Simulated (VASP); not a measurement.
Input of a VASP 6.6.1 run:

File INCAR:

```
  PREC = Accurate
  ENCUT = 520
  EDIFF = 1E-6
  ISMEAR = -1
  SIGMA = 0.1
  LREAL = False
  LASPH = True
  NELM = 60
  ALGO = Normal
  ISIF = 2
  LWAVE = False
  LCHARG = False
  GGA = PS
  NBANDS = 22
```

KPOINTS

```
regular mesh
0
Gamma
  8 8 5
```

Contents of POSCAR:

```
Na
1.0
    3.7066709484      0.0000000000      0.0000000000
   -1.8533354742      3.2100712048      0.0000000000
    0.0000000000      0.0000000000     11.8088788247
Na
4
Direct
    0.0000000000      0.0000000000      0.0000000000
    0.0000000000      0.0000000000      0.5000000000
    0.3333333333      0.6666666667      0.2500000000
    0.6666666667      0.3333333333      0.7500000000
```

Potentials or basis: VASP PAW PBE potentials, release 64 (Na_pv).

Run with:

```bash
$ cat potpaw_PBE.64/Na_pv/POTCAR > POTCAR
$ mpirun -np 1 vasp_std > vasp.out
```

Q: Predict the pressure.

A: 0.3 GPa.

Q: Predict the band gap on the k mesh.

A: Zero (bands 14 and 15 overlap by 3.34 eV).

Caveat: the PAW data sets were made with another functional, which shifts forces and pressure a little.
